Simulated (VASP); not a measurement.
# ZnS (F-43m) in VASP: a series of runs

The runs below take ZnS through single point, with PBE, revPBE.

All numbers are computed with VASP 6.6.1; they aren't measurements. Logs are shortened: lines on timing, memory, paths and dates and some standing lists are left out, and cuts for length are marked.

### 1 The cell of the first run

It takes space group F-43m (No. 216, cubic). The conventional cell has a = 5.442 Å, b = 5.442 Å, c = 5.442 Å, α = 90.00°, β = 90.00°, γ = 90.00°. Within 3.1 Å of Zn (site symmetry -43m) lie 4 S at 2.36 Å. Within 3.1 Å of S (site symmetry -43m) lie 4 Zn at 2.36 Å.

### 2 Single point, PBE

Input file INCAR:

```
SYSTEM = ZnS
  PREC = Accurate
  ENCUT = 520
  EDIFF = 1E-6
  ISMEAR = 0
  SIGMA = 0.01
  LREAL = Auto
  LASPH = .True.
  NELM = 80
  ALGO = Normal
  ISIF = 2
  LWAVE = .False.
  LCHARG = .False.
  GGA = PE
  NBANDS = 166
```

Input file KPOINTS:

```
Automatic mesh
0
Gamma
  2 2 2
  0.5 0.5 0.5
```

Input file POSCAR:

```
ZnS
1.0
   -5.4423086076      5.4423086076     -5.4423086076
    5.4423086076     -5.4423086076     -5.4423086076
   -5.4423086076     -5.4423086076      5.4423086076
Zn S
16 16
Direct
    0.5000000000      0.2500000000      0.2500000000
    0.2500000000      0.2500000000      0.5000000000
    0.0000000000      0.2500000000      0.7500000000
    0.7500000000      0.0000000000      0.2500000000
    0.7500000000      0.2500000000      0.0000000000
    0.5000000000      0.0000000000      0.5000000000
    0.2500000000      0.0000000000      0.7500000000
    0.0000000000      0.7500000000      0.2500000000
    1.0000000000      1.0000000000      1.0000000000
    0.7500000000      0.7500000000      0.5000000000
    0.5000000000      0.7500000000      0.7500000000
    0.2500000000      0.5000000000      0.2500000000
    0.2500000000      0.7500000000      0.0000000000
    0.0000000000      0.5000000000      0.5000000000
    0.7500000000      0.5000000000      0.7500000000
    0.5000000000      0.5000000000      0.0000000000
    0.5000000000      0.0000000000      0.2500000000
    0.2500000000      0.0000000000      0.5000000000
    0.0000000000      0.0000000000      0.7500000000
    0.7500000000      0.7500000000      0.2500000000
    0.7500000000      0.0000000000      0.0000000000
    0.5000000000      0.7500000000      0.5000000000
    0.2500000000      0.7500000000      0.7500000000
    0.0000000000      0.5000000000      0.2500000000
    0.0000000000      0.7500000000      0.0000000000
    0.7500000000      0.5000000000      0.5000000000
    0.5000000000      0.5000000000      0.7500000000
    0.2500000000      0.2500000000      0.2500000000
    0.2500000000      0.5000000000      0.0000000000
    0.0000000000      0.2500000000      0.5000000000
    0.7500000000      0.2500000000      0.7500000000
    0.5000000000      0.2500000000      0.0000000000
```

Potentials or basis: VASP PAW PBE potentials, release 64 (Zn, S).

Started as:

```console
> cat potpaw_PBE.64/Zn/POTCAR potpaw_PBE.64/S/POTCAR > POTCAR
> mpirun -np 1 vasp_std > vasp.out
```

OUTCAR:

```text
SYSTEM = ZnS
   PREC = Accurate
   ENCUT = 520
   EDIFF = 1E-6
   ISMEAR = 0
   LREAL = Auto
   LASPH = .True.
   NELM = 80
   ISIF = 2
   GGA = PE

 ion  position               nearest neighbor table
   1  0.500  0.250  0.250-  17 2.36  26 2.36  28 2.36  32 2.36
   2  0.250  0.250  0.500-  18 2.36  27 2.36  28 2.36  30 2.36
   3  0.000  0.250  0.750-  19 2.36  29 2.36  30 2.36  31 2.36
   4  0.750  0.000  0.250-  17 2.36  20 2.36  21 2.36  30 2.36
   5  0.750  0.250  0.000-  21 2.36  24 2.36  31 2.36  32 2.36
   6  0.500  0.000  0.500-  17 2.36  18 2.36  22 2.36  31 2.36
[... 24 lines left out ...]
  31  0.750  0.250  0.750-   3 2.36   5 2.36   6 2.36  15 2.36
  32  0.500  0.250  0.000-   1 2.36   5 2.36   7 2.36  16 2.36

  LATTYP: Found a body centered cubic cell.
 ALAT       =    10.8846172152

  Lattice vectors:

 A1 = (  -5.4423086076,   5.4423086076,  -5.4423086076)
 A2 = (   5.4423086076,  -5.4423086076,  -5.4423086076)
 A3 = (  -5.4423086076,  -5.4423086076,   5.4423086076)

Analysis of symmetry for initial positions (statically):
=====================================================================
 Subroutine PRICEL returns following result:

  LATTYP: Found a face centered cubic cell.
 ALAT       =     5.4423086076

  Lattice vectors:

 A1 = (   2.7211543038,  -2.7211543038,   0.0000000000)
 A2 = (   2.7211543038,  -0.0000000000,   2.7211543038)
 A3 = (   0.0000000000,  -2.7211543038,   2.7211543038)

  16 primitive cells build up your supercell.

 Routine SETGRP: Setting up the symmetry group for a
 body centered cubic supercell.

 Subroutine GETGRP returns: Found 24 space group operations
 (whereof 24 operations were pure point group operations)
 out of a pool of 48 trial point group operations.

The static configuration has the point symmetry T_d .

Analysis of symmetry for dynamics (positions and initial velocities):
=====================================================================
 Subroutine PRICEL returns following result:

  LATTYP: Found a face centered cubic cell.
 ALAT       =     5.4423086076

  Lattice vectors:

 A1 = (   2.7211543038,  -2.7211543038,   0.0000000000)
 A2 = (   2.7211543038,  -0.0000000000,   2.7211543038)
 A3 = (   0.0000000000,  -2.7211543038,   2.7211543038)

  16 primitive cells build up your supercell.

 Routine SETGRP: Setting up the symmetry group for a
 body centered cubic supercell.

[... 92 lines left out ...]
   NELECT =     288.0000    total number of electrons
   NUPDOWN=      -1.0000    fix difference up-down
   EMIN   =  10.00;   EMAX   =-10.00  energy-range for DOS
   EFERMI =   0.00;   METHOD = LEGACY
   ISMEAR =     0;   SIGMA  =   0.01  broadening in eV -4-tet -1-fermi 0-gaus
   EFERMI_NEDOS =   21; number of points for ismear=-14 and -15
   IALGO  =     38    algorithm
   IMIX   =      4    mixing-type and parameters
     AMIX     =   0.40;   BMIX     =  1.00
     AMIX_MAG =   1.60;   BMIX_MAG =  1.00
  volume/ion in A,a.u.               =      20.15       135.97
  Fermi-wavevector in a.u.,A,eV,Ry     =   1.251418  2.364838 21.307373  1.566048
  Thomas-Fermi vector in A             =   2.385367
   LORBIT       =      0    0 simple, 1 ext, 2 COOP (PROOUT), +10 PAW based schemes
   GGA     = PE    functional components
   LHFCALC =     F    Hartree Fock is set to
   AEXX    =    0.0000 exact exchange contribution
   IVDW    =     0    specifies the selected vdW correction
   LEPSILON=     F    determine dielectric tensor
   LRPA    =     F    only Hartree local field effects (RPA)
 non-spin polarized calculation
 Gauss-broadening in eV      SIGMA  =   0.01
  energy-cutoff  :      520.00
  volume of cell :      644.78
 maximum number of plane-waves:     17388
 NGX is ok and might be reduce to    70
   NGX = 35   NGY = 35   NGZ = 35

 number of electron     288.0000366 magnetization

 Free energy of the ion-electron system (eV)
  ---------------------------------------------------
  ext. energy  EPLUGINS =         0.00000000
  ---------------------------------------------------
  free energy    TOTEN  =      -109.66734350 eV

  energy without entropy =     -109.66734350  energy(sigma->0) =     -109.66734350

 E-fermi :   1.5746     XC(G=0):  -9.5307

 val. band max:        1.5180559014   @ k =  -0.2500   0.2500   0.2500
 cond. band min:       5.1122159842   @ k =  -0.2500   0.2500   0.2500
 fundamental gap:      3.5941600828
 Fermi energy:         1.5745832058

 k-point     1 :       0.2500    0.2500    0.2500
  band No.  band energies     occupation
      1     -10.6788      2.00000
      2     -10.6788      2.00000
      3     -10.6788      2.00000
      4     -10.6788      2.00000
      5     -10.0576      2.00000
      6     -10.0576      2.00000
[... 148 lines left out ...]
    155       6.2386      0.00000
    156       6.2386      0.00000

 k-point     2 :      -0.2500    0.2500    0.2500
  band No.  band energies     occupation
      1     -10.9343      2.00000
      2     -10.4495      2.00000
      3     -10.4495      2.00000
      4     -10.4495      2.00000
      5     -10.4495      2.00000
      6     -10.2081      2.00000
[... 148 lines left out ...]
    155       6.5727      0.00000
    156       6.5727      0.00000
 [bands above 156 left out]

------------------------ aborting loop because EDIFF is reached ----------------------------------------

  FORCE on cell =-STRESS in cart. coord.  units (eV):
  Direction    XX          YY          ZZ          XY          YZ          ZX
  --------------------------------------------------------------------------------------
  -------------------------------------------------------------------------------------
  Total        0.8620415      0.8620415      0.8620415     -0.0000000      0.0000000     -0.0000000
  in kB        2.1420482      2.1420482      2.1420482     -0.0000000      0.0000000     -0.0000000
  external PRESSURE =       2.1420482 kB  Pullay stress =       0.0000000 kB

 VOLUME and BASIS-vectors are now :
 -----------------------------------------------------------------------------
  energy-cutoff  :      520.00
  volume of cell :      644.78
      direct lattice vectors                 reciprocal lattice vectors
    -5.442308608  5.442308608 -5.442308608    -0.091872776  0.000000000 -0.091872776
     5.442308608 -5.442308608 -5.442308608     0.000000000 -0.091872776 -0.091872776
    -5.442308608 -5.442308608  5.442308608    -0.091872776 -0.091872776  0.000000000

 POSITION                                       TOTAL-FORCE (eV/Angst)
 -----------------------------------------------------------------------------------
     -2.72115      0.00000     -2.72115         0.000000      0.000000     -0.000000
     -2.72115     -2.72115      0.00000         0.000000     -0.000000     -0.000000
     -2.72115     -5.44231      2.72115         0.000000      0.000000      0.000000
     -5.44231      2.72115     -2.72115         0.000000      0.000000      0.000000
     -2.72115      2.72115     -5.44231        -0.000000      0.000000      0.000000
     -5.44231      0.00000      0.00000         0.000000      0.000000      0.000000
[... 24 lines left out ...]
     -6.80289     -1.36058     -1.36058        -0.000000     -0.000000      0.000000
     -1.36058      1.36058     -4.08173        -0.000000     -0.000000      0.000000
 -----------------------------------------------------------------------------------
    total drift:                                0.000265      0.000265      0.000265

  FREE ENERGIE OF THE ION-ELECTRON SYSTEM (eV)
  ---------------------------------------------------
  free  energy   TOTEN  =      -109.6673434994 eV

  energy  without entropy=     -109.6673434994  energy(sigma->0) =     -109.66734350
```

OSZICAR:

```text
N       E                     dE             d eps       ncg     rms          rms(c)
DAV:   1     0.289113327103E+04    0.28911E+04   -0.12596E+05   664   0.209E+03
DAV:   2     0.459631927407E+03   -0.24315E+04   -0.23578E+04   664   0.528E+02
DAV:   3    -0.652268315622E+02   -0.52486E+03   -0.49917E+03   712   0.202E+02
DAV:   4    -0.114885880645E+03   -0.49659E+02   -0.49193E+02   752   0.623E+01
DAV:   5    -0.116428372210E+03   -0.15425E+01   -0.15332E+01   736   0.112E+01    0.271E+01
DAV:   6    -0.109361143178E+03    0.70672E+01   -0.14731E+01   992   0.442E+01    0.204E+01
DAV:   7    -0.110071075869E+03   -0.70993E+00   -0.24041E+01   760   0.977E+00    0.887E+00
DAV:   8    -0.109656498265E+03    0.41458E+00   -0.24934E+00   818   0.868E+00    0.339E+00
DAV:   9    -0.109664873252E+03   -0.83750E-02   -0.41604E-01   832   0.445E+00    0.738E-01
DAV:  10    -0.109664889285E+03   -0.16033E-04   -0.29648E-02   746   0.103E+00    0.567E-01
DAV:  11    -0.109665952187E+03   -0.10629E-02   -0.46962E-03   744   0.206E-01    0.481E-01
DAV:  12    -0.109668138422E+03   -0.21862E-02   -0.47318E-03   708   0.169E-01    0.353E-01
DAV:  13    -0.109667287415E+03    0.85101E-03   -0.29492E-03   866   0.314E-01    0.779E-02
DAV:  14    -0.109667373298E+03   -0.85883E-04   -0.80814E-04   792   0.764E-02    0.446E-02
DAV:  15    -0.109667337761E+03    0.35536E-04   -0.16407E-04   826   0.781E-02    0.482E-02
DAV:  16    -0.109667343213E+03   -0.54513E-05   -0.19548E-05   714   0.185E-02    0.208E-02
DAV:  17    -0.109667343499E+03   -0.28681E-06   -0.65375E-06   664   0.101E-02
   1 F= -.10966734E+03 E0= -.10966734E+03  d E =-.112248E-15
```

stdout:

```text
POSCAR found type information on POSCAR ZnS
 POSCAR found :  2 types and      32 ions
 scaLAPACK will be used
 LDA part: xc-table for (Slater+PW92), standard interpolation
 POSCAR, INCAR and KPOINTS ok, starting setup
 FFT: planning ... GRIDC
 FFT: planning ... GRID_SOFT
 FFT: planning ... GRID
 WAVECAR not read
 entering main loop
```

Run time: 6.1 min. Hardware: 1 thread of Intel Xeon Platinum 8375C at 2.90GHz (Ice Lake), shared host; peak memory 0.73 GiB.

What came out:

```
Free energy            : -109.6673 eV
Pressure               : 0.2 GPa
Band gap on the k mesh : 3.59 eV
```

A k mesh can miss the band edges. Expect the measured gap to be larger: semilocal functionals such as PBE lack the derivative discontinuity.

### 3 Single point, revPBE

Input file INCAR:

```
ALGO = Normal ; EDIFF = 1E-6
ENCUT = 500 ; GGA = RE
GGA_COMPAT = F ; ISIF = 2
ISMEAR = 0 ; LASPH = T
LCHARG = T ; LELF = T
LREAL = Auto ; LVHAR = T
LWAVE = F ; NBANDS = 166
NELM = 120 ; PREC = Accurate
SIGMA = 0.01
```

KPOINTS is that of step 2.

POSCAR is that of step 2.

Potentials or basis: VASP PAW PBE potentials, release 64 (Zn, S).

Started as:

```console
> cat potpaw_PBE.64/Zn/POTCAR potpaw_PBE.64/S/POTCAR > POTCAR
> mpirun -np 1 vasp_std > vasp.out
```

OUTCAR:

```text
EDIFF = 1E-6
   ENCUT = 500
   GGA = RE
   ISIF = 2
   ISMEAR = 0
   LASPH = T
   LREAL = Auto
   NELM = 120
   PREC = Accurate

 ion  position               nearest neighbor table
   1  0.500  0.250  0.250-  17 2.36  26 2.36  28 2.36  32 2.36
   2  0.250  0.250  0.500-  18 2.36  27 2.36  28 2.36  30 2.36
   3  0.000  0.250  0.750-  19 2.36  29 2.36  30 2.36  31 2.36
   4  0.750  0.000  0.250-  17 2.36  20 2.36  21 2.36  30 2.36
   5  0.750  0.250  0.000-  21 2.36  24 2.36  31 2.36  32 2.36
   6  0.500  0.000  0.500-  17 2.36  18 2.36  22 2.36  31 2.36
[... 24 lines left out ...]
  31  0.750  0.250  0.750-   3 2.36   5 2.36   6 2.36  15 2.36
  32  0.500  0.250  0.000-   1 2.36   5 2.36   7 2.36  16 2.36

  LATTYP: Found a body centered cubic cell.
 ALAT       =    10.8846172152

  Lattice vectors:

 A1 = (  -5.4423086076,   5.4423086076,  -5.4423086076)
 A2 = (   5.4423086076,  -5.4423086076,  -5.4423086076)
 A3 = (  -5.4423086076,  -5.4423086076,   5.4423086076)

Analysis of symmetry for initial positions (statically):
=====================================================================
 Subroutine PRICEL returns following result:

  LATTYP: Found a face centered cubic cell.
 ALAT       =     5.4423086076

  Lattice vectors:

 A1 = (   2.7211543038,  -2.7211543038,   0.0000000000)
 A2 = (   2.7211543038,  -0.0000000000,   2.7211543038)
 A3 = (   0.0000000000,  -2.7211543038,   2.7211543038)

  16 primitive cells build up your supercell.

 Routine SETGRP: Setting up the symmetry group for a
 body centered cubic supercell.

 Subroutine GETGRP returns: Found 24 space group operations
 (whereof 24 operations were pure point group operations)
 out of a pool of 48 trial point group operations.

The static configuration has the point symmetry T_d .

Analysis of symmetry for dynamics (positions and initial velocities):
=====================================================================
 Subroutine PRICEL returns following result:

  LATTYP: Found a face centered cubic cell.
 ALAT       =     5.4423086076
[... 126 lines left out ...]
  energy-cutoff  :      500.00
  volume of cell :      644.78
 maximum number of plane-waves:     16376
 NGX is ok and might be reduce to    70
   NGX = 35   NGY = 35   NGZ = 35

 number of electron     288.0000366 magnetization

 Free energy of the ion-electron system (eV)
  ---------------------------------------------------
  ext. energy  EPLUGINS =         0.00000000
  ---------------------------------------------------
  free energy    TOTEN  =      -100.47037266 eV

  energy without entropy =     -100.47037266  energy(sigma->0) =     -100.47037266

 E-fermi :   1.6557     XC(G=0):  -9.3663

 val. band max:        1.6048764095   @ k =  -0.2500   0.2500   0.2500
 cond. band min:       5.2912482988   @ k =  -0.2500   0.2500   0.2500
 fundamental gap:      3.6863718893
 Fermi energy:         1.6557416167

 k-point     1 :       0.2500    0.2500    0.2500
  band No.  band energies     occupation
      1     -10.5861      2.00000
      2     -10.5861      2.00000
      3     -10.5861      2.00000
      4     -10.5861      2.00000
      5      -9.9704      2.00000
      6      -9.9704      2.00000
[... 148 lines left out ...]
    155       6.4055      0.00000
    156       6.4055      0.00000

 k-point     2 :      -0.2500    0.2500    0.2500
  band No.  band energies     occupation
      1     -10.8394      2.00000
      2     -10.3587      2.00000
      3     -10.3587      2.00000
      4     -10.3587      2.00000
      5     -10.3587      2.00000
      6     -10.1197      2.00000
[... 148 lines left out ...]
    155       6.7257      0.00000
    156       6.7257      0.00000
 [bands above 156 left out]

------------------------ aborting loop because EDIFF is reached ----------------------------------------

  FORCE on cell =-STRESS in cart. coord.  units (eV):
  Direction    XX          YY          ZZ          XY          YZ          ZX
  --------------------------------------------------------------------------------------
  -------------------------------------------------------------------------------------
  Total        8.0215224      8.0215224      8.0215224      0.0000000      0.0000000      0.0000000
  in kB       19.9323220     19.9323220     19.9323220      0.0000000      0.0000000      0.0000000
  external PRESSURE =      19.9323220 kB  Pullay stress =       0.0000000 kB

 VOLUME and BASIS-vectors are now :
 -----------------------------------------------------------------------------
  energy-cutoff  :      500.00
  volume of cell :      644.78
      direct lattice vectors                 reciprocal lattice vectors
    -5.442308608  5.442308608 -5.442308608    -0.091872776  0.000000000 -0.091872776
     5.442308608 -5.442308608 -5.442308608     0.000000000 -0.091872776 -0.091872776
    -5.442308608 -5.442308608  5.442308608    -0.091872776 -0.091872776  0.000000000

 POSITION                                       TOTAL-FORCE (eV/Angst)
 -----------------------------------------------------------------------------------
     -2.72115      0.00000     -2.72115         0.000000      0.000000      0.000000
     -2.72115     -2.72115      0.00000         0.000000      0.000000     -0.000000
     -2.72115     -5.44231      2.72115         0.000000      0.000000     -0.000000
     -5.44231      2.72115     -2.72115         0.000000      0.000000     -0.000000
     -2.72115      2.72115     -5.44231         0.000000      0.000000     -0.000000
     -5.44231      0.00000      0.00000         0.000000      0.000000      0.000000
[... 24 lines left out ...]
     -6.80289     -1.36058     -1.36058         0.000000     -0.000000     -0.000000
     -1.36058      1.36058     -4.08173        -0.000000     -0.000000      0.000000
 -----------------------------------------------------------------------------------
    total drift:                                0.000208      0.000208      0.000209

  FREE ENERGIE OF THE ION-ELECTRON SYSTEM (eV)
  ---------------------------------------------------
  free  energy   TOTEN  =      -100.4703726619 eV

  energy  without entropy=     -100.4703726619  energy(sigma->0) =     -100.47037266
```

Wall time 9.5 min (1 thread of AMD EPYC 7R43 (Zen 3), shared host); peak memory 0.68 GiB.

What came out:

```yaml
Free_energy: -100.4704 eV
Pressure: 2.0 GPa
Band_gap_on_the_k_mesh: 3.69 eV
```

Caveat: the PAW data sets were made with another functional, which shifts forces and pressure a little. A k mesh can miss the band edges.
